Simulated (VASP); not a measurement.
Set up this calculation in VASP 6.6.1, as the native input.

```yaml
Task: single point
Functional: PBE
Potentials_or_basis: VASP PAW PBE potentials, release 64 (Ta_pv, N)
Cutoff: 520 eV
k_mesh: 18 × 18 × 8
Occupations: gaussian, width 0.15 eV
Spin: no spin polarisation
Dipole_correction: no
Further_INCAR_settings: ALGO = Normal; EDIFF = 1e-06; NBANDS = 24
```

The structure of TaN lies in POSCAR:

```
TaN
1.0
    3.1443220067      0.0000000000      0.0000000000
   -1.5721610034      2.7230627355      0.0000000000
    0.0000000000      0.0000000000      5.3962854279
Ta N
2 2
Direct
    0.3333333333      0.6666666667      0.0304880884
    0.6666666667      0.3333333333      0.5304880884
    0.3333333333      0.6666666667      0.3545119116
    0.6666666667      0.3333333333      0.8545119116
```

One way to write it, as run:

INCAR

```
SYSTEM = TaN
PREC = Accurate ; ENCUT = 520
EDIFF = 1E-6 ; ISMEAR = 0
SIGMA = 0.15 ; LREAL = .False.
LASPH = .True. ; NELM = 100
ALGO = Normal ; ISIF = 2
LWAVE = .False. ; LCHARG = .True.
GGA = PE ; LELF = .True.
LVHAR = .True. ; NBANDS = 24
```

KPOINTS

```
Automatic mesh
0
Gamma
  18 18 8
  0 0 0
```

Potentials or basis: VASP PAW PBE potentials, release 64 (Ta_pv, N).

Run with:

```console
$ cat potpaw_PBE.64/Ta_pv/POTCAR potpaw_PBE.64/N/POTCAR > POTCAR
$ mpirun -np 1 vasp_std > vasp.out
```

It gave:

The pressure is 60.6 GPa. The largest force is 5.713 eV/Å and the band gap on the k mesh is zero (bands 16 and 17 overlap by 1.14 eV).

Caveat: the cell stands under pressure; spin-orbit coupling is left out, which moves the levels of the heavy elements; forces of over 1 eV/Å act on the atoms, so gaps and moduli don't describe the material at rest.

Run time: 53 s on 1 thread of Intel(R) Xeon(R) 6975P-C (Granite Rapids) (shared host), peak memory 0.29 GiB.
